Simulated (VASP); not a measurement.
Set up this calculation in VASP 6.6.1, as the native input.

```
Task                   : relaxation of cell and atoms
Functional             : PBE
Potentials or basis    : VASP PAW PBE potentials, release 64 (Na_pv, P, S)
Cutoff                 : 600 eV
k mesh                 : 10 × 10 × 4
Occupations            : gaussian, width 0.1 eV
Spin                   : no spin polarisation
Dipole correction      : no
Further INCAR settings : ALGO = Normal; EDIFF = 1e-06; IBRION = 2; EDIFFG = -0.01; NSW = 100; ISIF = 3
```

The structure of NaPS lies in POSCAR:

```
NaPS
1.0
    3.5782960925      0.0000000000      0.0000000000
    0.0000000000      3.5782960925      0.0000000000
    0.0000000000      0.0000000000      9.4553414722
Na P S
2 2 2
Direct
    0.0000000000      0.5000000000      0.0000000000
    0.5000000000      0.0000000000      0.5000000000
    0.0000000000      0.0000000000      0.7500000000
    0.0000000000      0.0000000000      0.2500000000
    0.5000000000      0.5000000000      0.2500000000
    0.5000000000      0.5000000000      0.7500000000
```

One way to write it, as run:

INCAR

```
SYSTEM = NaPS
  PREC = Accurate
  ENCUT = 600
  EDIFF = 1E-6
  ISMEAR = 0
  SIGMA = 0.1
  LREAL = .FALSE.
  LASPH = .TRUE.
  NELM = 100
  ALGO = Normal
  ISIF = 3
  LWAVE = .FALSE.
  LCHARG = .FALSE.
  GGA = PE
  IBRION = 2
  NSW = 100
  EDIFFG = -0.01
```

KPOINTS

```
Automatic mesh
0
G
  10 10 4
  0 0 0
```

Potentials or basis: VASP PAW PBE potentials, release 64 (Na_pv, P, S).

The run is started by

```bash
$ cat potpaw_PBE.64/Na_pv/POTCAR potpaw_PBE.64/P/POTCAR potpaw_PBE.64/S/POTCAR > POTCAR
$ mpirun -np 1 vasp_std > vasp.out
```

Results of the run:

The relaxed volume is 20.10 Å³/atom and the relaxed cell is a = 3.572 Å, b = 3.572 Å, c = 9.452 Å, α = 90.00°, β = 90.00°, γ = 90.00°. The space group after relaxing (to 0.05 Å) is P4_2/mmc (No. 131) and the energy gained by relaxing is 0.1 meV/atom. The ionic steps are 2. The pressure after relaxing is 0.0 GPa.

It took 100 s on 1 thread of AMD EPYC 9R45 96-Core Processor (Zen 5), on a shared host, peak memory 0.35 GiB.
